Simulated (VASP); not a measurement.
# Si31C32 (a cell with a defect) in VASP: single point with PBEsol

Aim: the single point of Si31C32 (a cell with a defect) with PBEsol.

Program: VASP 6.6.1. These are calculated values, not measurements. Logs are shortened: lines on timing, memory, paths and dates and some standing lists are left out, and cuts for length are marked.

## 1. The cell of the first run

The cell holds a defect, 63 atoms: a = 8.714 Å, b = 8.714 Å, c = 8.714 Å, α = 90.00°, β = 90.00°, γ = 90.00°.

## 2. Single point, PBEsol, collinear spin

Input file INCAR:

```
SYSTEM = Si31C32
ALGO = Normal ; EDIFF = 1E-6
ENCUT = 520 ; GGA = PS
GGA_COMPAT = .False. ; ISIF = 2
ISMEAR = -1 ; ISPIN = 2
ISYM = -1 ; LASPH = .True.
LCHARG = .False. ; LORBIT = 11
LREAL = Auto ; LWAVE = .False.
MAGMOM = 0 0 0 0 0 0 0 0 0 0 0 0 0 0 0 0 0 0 0 0 0 0 0 0 0 0 0 0 0 0 0 0 0 0 0 0 0 0 0.25 0 0.25 0 0 0 0 0 0 0 0 0.25 0 0 0 0 0 0 0 0 0 0.25 0 0 0 ; NBANDS = 167
NELECT = 253.0 ; NELM = 200
NUPDOWN = 1.0 ; PREC = Accurate
SIGMA = 0.05
```

Input file KPOINTS:

```
explicit points
1
Reciprocal
  0.25000000   0.25000000   0.25000000 1
```

Input file POSCAR:

```
Si31C32
1.0
    8.7137060000      0.0000000000      0.0000000000
    0.0000000000      8.7137060000      0.0000000000
    0.0000000000      0.0000000000      8.7137060000
Si C
31 32
Direct
    0.0000620000      0.9997010000      0.0002660000
    0.0000540000      0.9996680000      0.5005320000
    0.0000440000      0.4999710000      0.0002270000
    0.0001840000      0.4995730000      0.5001200000
    0.5003440000      0.9996710000      0.0002170000
    0.4999390000      0.9998170000      0.5001260000
    0.4999290000      0.4995400000      0.0003670000
    0.2503160000      0.2499400000      0.9998780000
    0.2514180000      0.2510440000      0.5004370000
    0.2498580000      0.7493800000      0.0007730000
    0.2515960000      0.7477740000      0.5005430000
    0.7497500000      0.2494940000      0.0007870000
    0.7481680000      0.2512230000      0.5005570000
    0.7498130000      0.7494350000      0.9997910000
    0.7501520000      0.7498020000      0.4985310000
    0.2503050000      0.9992890000      0.2505250000
    0.2498640000      0.0002460000      0.7499340000
    0.2514290000      0.4998830000      0.2516060000
    0.2515840000      0.4999410000      0.7483130000
    0.7497480000      0.0002290000      0.2500550000
    0.7498160000      0.9992120000      0.7500190000
    0.7481290000      0.4999770000      0.2518060000
    0.7501620000      0.4979900000      0.7503550000
    0.9996610000      0.2499670000      0.2505280000
    0.0006230000      0.2494900000      0.7499340000
    0.0006160000      0.7493580000      0.2500490000
    0.9995700000      0.7494500000      0.7500020000
    0.5002740000      0.2510350000      0.2516030000
    0.5003250000      0.2512620000      0.7483030000
    0.5003240000      0.7477650000      0.2517900000
    0.4983620000      0.7497740000      0.7503480000
    0.1252410000      0.1248870000      0.1254550000
    0.1245270000      0.1241400000      0.6248880000
    0.1245400000      0.6243320000      0.1246950000
    0.1247500000      0.6251740000      0.6257520000
    0.6247010000      0.1241480000      0.1246850000
    0.6255580000      0.1243920000      0.6257750000
    0.6255560000      0.6251880000      0.1249870000
    0.6390990000      0.6387210000      0.6392570000
    0.3750380000      0.3746650000      0.1251020000
    0.3661630000      0.3658160000      0.6343880000
    0.3754190000      0.8753330000      0.1247640000
    0.3748100000      0.8753080000      0.6256310000
    0.8756960000      0.3750600000      0.1247580000
    0.8756820000      0.3744310000      0.6256450000
    0.8752020000      0.8748200000      0.1252650000
    0.8757790000      0.8754050000      0.6253320000
    0.3750410000      0.1245110000      0.3752250000
    0.3754230000      0.1242200000      0.8759000000
    0.3661720000      0.6338580000      0.3663880000
    0.3748080000      0.6250490000      0.8758530000
    0.8757150000      0.1242060000      0.3756270000
    0.8751890000      0.1246750000      0.8753730000
    0.8756940000      0.6250640000      0.3749810000
    0.8757610000      0.6247730000      0.8759760000
    0.1248770000      0.3746620000      0.3752240000
    0.1245790000      0.3750510000      0.8759000000
    0.1245930000      0.8753280000      0.3756310000
    0.1250480000      0.8748110000      0.8753710000
    0.6342580000      0.3657780000      0.3663780000
    0.6254140000      0.3744490000      0.8758680000
    0.6254330000      0.8753280000      0.3749900000
    0.6251590000      0.8753800000      0.8759780000
```

Potentials or basis: VASP PAW PBE potentials, release 64 (Si, C).

The run is started by

```
> cat potpaw_PBE.64/Si/POTCAR potpaw_PBE.64/C/POTCAR > POTCAR
> mpirun -np 1 vasp_std > vasp.out
```

OUTCAR:

```text
SYSTEM = Si31C32
   EDIFF = 1E-6
   ENCUT = 520
   GGA = PS
   ISIF = 2
   ISMEAR = -1
   ISPIN = 2
   ISYM = -1
   LASPH = .True.
   LORBIT = 11
   LREAL = Auto
   NELECT = 253.0
   NELM = 200
   NUPDOWN = 1.0
   PREC = Accurate

 ion  position               nearest neighbor table
   1  0.000  1.000  0.000-  53 1.89  46 1.89  59 1.89  32 1.89  20 3.08  12 3.08  10 3.08  25 3.08
                            26 3.08  17 3.08   8 3.08  21 3.08  16 3.08  14 3.08  27 3.08  24 3.08
   2  0.000  1.000  0.501-  33 1.88  47 1.88  58 1.88  52 1.88  17 3.08  25 3.08  27 3.08  21 3.08
                            15 3.08  16 3.08  24 3.08  20 3.09  26 3.09   9 3.10  11 3.10  13 3.10
   3  0.000  0.500  0.000-  34 1.88  55 1.88  57 1.88  44 1.88  26 3.08  10 3.08  14 3.08  27 3.08
                            23 3.08   8 3.08  24 3.08  12 3.09  25 3.09  18 3.10  19 3.10  22 3.10
   4  0.000  0.500  0.500-  56 1.88  54 1.89  45 1.89  35 1.89  24 3.08  19 3.08  11 3.08  27 3.08
                            18 3.08   9 3.08  26 3.08  25 3.08  23 3.08  15 3.08  13 3.08  22 3.08
   5  0.500  1.000  0.000-  36 1.88  63 1.88  49 1.88  42 1.88  12 3.08  20 3.08  21 3.08  14 3.08
                            31 3.08   8 3.08  16 3.08  17 3.09  10 3.09  28 3.10  30 3.10  29 3.10
   6  0.500  1.000  0.500-  48 1.88  62 1.89  43 1.89  37 1.89  16 3.08  29 3.08  13 3.08  28 3.08
                             9 3.08  21 3.08  20 3.08  17 3.08  15 3.08  31 3.08  11 3.08  30 3.08
   7  0.500  0.500  0.000-  40 1.88  61 1.89  51 1.89  38 1.89   8 3.08  22 3.08  30 3.08  18 3.08
                            28 3.08  14 3.08  12 3.08  10 3.08  23 3.08  31 3.08  29 3.08  19 3.08
   8  0.250  0.250  1.000-  40 1.88  49 1.89  57 1.89  32 1.89   7 3.08  25 3.08  17 3.08   5 3.08
                             3 3.08   1 3.08  16 3.09  24 3.09  19 3.09  29 3.09  18 3.09  28 3.09
   9  0.251  0.251  0.500-  41 1.83  48 1.89  56 1.89  33 1.90  19 3.06  29 3.06  18 3.07  28 3.07
[... 63 lines left out ...]
  50  0.366  0.634  0.366-  11 1.83  30 1.83  18 1.83
  51  0.375  0.625  0.876-  31 1.88  10 1.88   7 1.89  19 1.89
  52  0.876  0.124  0.376-   2 1.88  24 1.89  20 1.89  13 1.91
  53  0.875  0.125  0.875-   1 1.89  12 1.89  25 1.89  21 1.89
  54  0.876  0.625  0.375-  15 1.88  26 1.88   4 1.89  22 1.89
  55  0.876  0.625  0.876-   3 1.88  14 1.88  27 1.88  23 1.90
  56  0.125  0.375  0.375-   4 1.88  24 1.88   9 1.89  18 1.89
  57  0.125  0.375  0.876-   3 1.88   8 1.89  25 1.89  19 1.91
  58  0.125  0.875  0.376-   2 1.88  16 1.89  26 1.89  11 1.91
  59  0.125  0.875  0.875-   1 1.89  10 1.89  17 1.89  27 1.89
  60  0.634  0.366  0.366-  13 1.83  22 1.83  28 1.83
  61  0.625  0.374  0.876-  23 1.88  12 1.88   7 1.89  29 1.89
  62  0.625  0.875  0.375-  15 1.88  20 1.88   6 1.89  30 1.89
  63  0.625  0.875  0.876-   5 1.88  14 1.88  21 1.88  31 1.90

IMPORTANT INFORMATION: All symmetrisations will be switched off!
NOSYMM: (Re-)initialisation of all symmetry stuff for point group C_1.

----------------------------------------------------------------------------------------

                                     Primitive cell

  volume of cell :     661.6201

  direct lattice vectors                    reciprocal lattice vectors
[... 226 lines left out ...]
      1      -7.3771      1.00000
      2      -6.6212      1.00000
      3      -6.6210      1.00000
      4      -6.4623      1.00000
      5      -5.8539      1.00000
      6      -5.8537      1.00000
[... 130 lines left out ...]
    137      11.9904      0.00000
    138      12.0539      0.00000
 Fermi energy:         8.4840742943

 spin component 2

 k-point     1 :       0.2500    0.2500    0.2500
  band No.  band energies     occupation
      1      -7.3687      1.00000
      2      -6.5974      1.00000
      3      -6.5972      1.00000
      4      -6.4772      1.00000
      5      -5.8284      1.00000
      6      -5.8282      1.00000
[... 130 lines left out ...]
    137      12.0037      0.00000
    138      12.0631      0.00000
 [bands above 138 left out]

------------------------ aborting loop because EDIFF is reached ----------------------------------------

  FORCE on cell =-STRESS in cart. coord.  units (eV):
  Direction    XX          YY          ZZ          XY          YZ          ZX
  --------------------------------------------------------------------------------------
  -------------------------------------------------------------------------------------
  Total       15.2768240     15.2652029     15.2638335     -3.1418784     -3.1152928     -3.1372053
  in kB       36.9943115     36.9661698     36.9628538     -7.6083633     -7.5439837     -7.5970471
  external PRESSURE =      36.9744451 kB  Pullay stress =       0.0000000 kB

 VOLUME and BASIS-vectors are now :
 -----------------------------------------------------------------------------
  energy-cutoff  :      520.00
  volume of cell :      661.62
      direct lattice vectors                 reciprocal lattice vectors
     8.713706000  0.000000000  0.000000000     0.114761733  0.000000000  0.000000000
     0.000000000  8.713706000  0.000000000     0.000000000  0.114761733  0.000000000
     0.000000000  0.000000000  8.713706000     0.000000000  0.000000000  0.114761733

 POSITION                                       TOTAL-FORCE (eV/Angst)
 -----------------------------------------------------------------------------------
      0.00054      8.71110      0.00232        -0.001488     -0.003059     -0.003467
      0.00047      8.71081      4.36149         0.000142      0.002738      0.005499
      0.00038      4.35660      0.00198         0.001569      0.006505      0.002161
      0.00160      4.35313      4.35790        -0.010029     -0.000689      0.002365
      4.35985      8.71084      0.00189         0.004031      0.001520      0.003089
      4.35632      8.71211      4.35795         0.000477     -0.007242      0.002401
[... 55 lines left out ...]
      5.44984      7.62735      3.26755         0.000611     -0.001166     -0.012605
      5.44745      7.62780      7.63301        -0.011070     -0.004272     -0.006297
 -----------------------------------------------------------------------------------
    total drift:                                0.032236      0.010023      0.005299

  FREE ENERGIE OF THE ION-ELECTRON SYSTEM (eV)
  ---------------------------------------------------
  free  energy   TOTEN  =      -487.0779589856 eV

  energy  without entropy=     -487.0654108293  energy(sigma->0) =     -487.07168491

 total charge

# of ion       s       p       d       tot
------------------------------------------
    1        0.710   0.979   0.000   1.689
    2        0.713   0.988   0.000   1.701
    3        0.713   0.988   0.000   1.701
    4        0.710   0.977   0.000   1.686
    5        0.713   0.988   0.000   1.701
    6        0.710   0.977   0.000   1.686
[... 55 lines left out ...]
   62        0.834   1.705   0.000   2.539
   63        0.835   1.703   0.000   2.538
--------------------------------------------------
tot         48.839  84.524   0.000 133.363

 magnetization (x)

# of ion       s       p       d       tot
------------------------------------------
    1       -0.000   0.000   0.000  -0.000
    2       -0.001   0.002   0.000   0.001
    3       -0.001   0.002   0.000   0.001
    4       -0.000  -0.000   0.000  -0.000
    5       -0.001   0.002   0.000   0.001
    6       -0.000  -0.000   0.000  -0.000
[... 55 lines left out ...]
   62       -0.000   0.001   0.000   0.000
   63       -0.003  -0.020   0.000  -0.023
--------------------------------------------------
tot          0.014   0.544   0.000   0.558
```

Run time: 19 min. Hardware: 1 thread of AMD EPYC 7R43 (Zen 3), shared host; peak memory 0.91 GiB.

Results:

```yaml
Free_energy: -487.0780 eV
Largest_force: 0.054 eV/Å
Net_moment: 1.00 μB per cell
Site_moments: Si -0.00, +0.00, -0.01, +0.01 (each value once); C +0.00, +0.01, -0.35, +0.26, +0.03, -0.02 (each value once) μB
Valence_electrons_inside_the_program's_atomic_spheres: Si 1.69, 1.70 (each value once); C 2.53, 2.54, 2.47, 2.48 (each value once)
```

Forces on the atoms (eV/Å):
```
Si  -0.001 -0.003 -0.003
Si   0.000  0.003  0.005
Si   0.002  0.007  0.002
Si  -0.010 -0.001  0.002
Si   0.004  0.002  0.003
Si   0.000 -0.007  0.002
Si   0.000  0.008 -0.005
Si  -0.004 -0.003  0.004
Si  -0.007 -0.007 -0.011
Si  -0.008 -0.011  0.000
Si   0.005  0.001  0.024
Si  -0.011 -0.010 -0.002
Si  -0.002  0.002  0.022
Si   0.005  0.005  0.000
Si  -0.015 -0.020  0.046
Si  -0.001  0.005 -0.007
Si  -0.009 -0.004 -0.007
Si  -0.008 -0.011 -0.003
Si   0.008  0.027  0.003
Si  -0.009  0.002 -0.010
Si   0.005 -0.004  0.004
Si   0.004  0.020  0.004
Si  -0.020  0.047 -0.019
Si   0.003 -0.007 -0.008
Si  -0.004 -0.011 -0.007
Si   0.000 -0.007 -0.009
Si  -0.002  0.002  0.006
Si  -0.012 -0.006 -0.004
Si   0.023  0.001  0.005
Si   0.023  0.004  0.006
Si   0.046 -0.018 -0.019
C    0.007  0.003  0.007
C    0.007  0.009  0.010
C    0.006  0.010  0.008
C    0.011  0.006  0.001
C    0.013  0.005  0.010
C    0.002  0.011  0.000
C    0.002  0.004  0.006
C   -0.011 -0.013 -0.009
C   -0.001 -0.004  0.007
C    0.005  0.001 -0.018
C   -0.006  0.002  0.003
C   -0.013  0.002  0.001
C    0.001 -0.008  0.008
C    0.004 -0.009 -0.002
C   -0.002 -0.004  0.004
C   -0.005 -0.003 -0.010
C    0.000  0.009  0.001
C   -0.013  0.013 -0.007
C    0.004 -0.023  0.005
C   -0.014  0.000  0.006
C   -0.008  0.011 -0.014
C    0.001  0.008  0.001
C    0.002  0.001 -0.009
C   -0.007 -0.005 -0.009
C    0.011  0.000  0.000
C    0.012 -0.011 -0.002
C    0.007 -0.004 -0.013
C    0.007  0.002  0.000
C   -0.019  0.001  0.005
C    0.002 -0.015  0.002
C    0.001 -0.001 -0.013
C   -0.011 -0.004 -0.006
```

Caveat: the cell carries a net charge on a neutralising background, which shifts energy and pressure; the cell is charged against a uniform background, so pressure and absolute levels hang on convention; the PAW data sets were made with another functional, which shifts forces and pressure a little; the total moment is fixed, so each spin has its own Fermi level and the state may be an excited one.
